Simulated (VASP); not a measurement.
A run of VASP 6.6.1 is set up as follows.

INCAR

```
AGGAC = 1.0
AGGAX = 1.0
ALDAC = 0.0
ALDAX = 1.0
ALGO = Normal
EDIFF = 1E-6
ENCUT = 520
GGA = B5
ISIF = 2
ISMEAR = 0
IVDW = 12
LASPH = T
LCHARG = F
LREAL = F
LWAVE = F
NBANDS = 16
NELM = 80
PREC = Accurate
SIGMA = 0.15
VDW_A1 = 0.4298
VDW_A2 = 4.2359
VDW_S6 = 1.0
VDW_S8 = 2.6996
```

The input KPOINTS:

```
k-points
0
Gamma
  12 12 4
```

The input POSCAR:

```
C
1.0
    1.2354804938     -2.1382076096      0.0000000000
    1.2354804938      2.1382076096      0.0000000000
    0.0000000000      0.0000000000      6.5716871057
C
4
Direct
    0.0833000552      0.9166999448      0.7499892443
    0.5833000552      0.4166999448      0.2500107557
    0.9166999448      0.0833000552      0.2500107557
    0.4166999448      0.5833000552      0.7499892443
```

Potentials or basis: VASP PAW PBE potentials, release 64 (C).

The run is started by

```bash
$ cat potpaw_PBE.64/C/POTCAR > POTCAR
$ mpirun -np 1 vasp_std > vasp.out
```

**Question.** Predict the pressure.

**Answer.** 0.4 GPa.

**Question.** Predict the dispersion energy per atom.

**Answer.** -0.304 eV.

**Question.** What does it give for the band gap on the k mesh?

**Answer.** Zero (filled and empty bands touch).

Stress tensor (GPa, compression positive):
```
 0.57  0.00  0.00
 0.00  0.57  0.00
 0.00  0.00 -0.05
```

Caveat: the PAW data sets were made with another functional, which shifts forces and pressure a little.
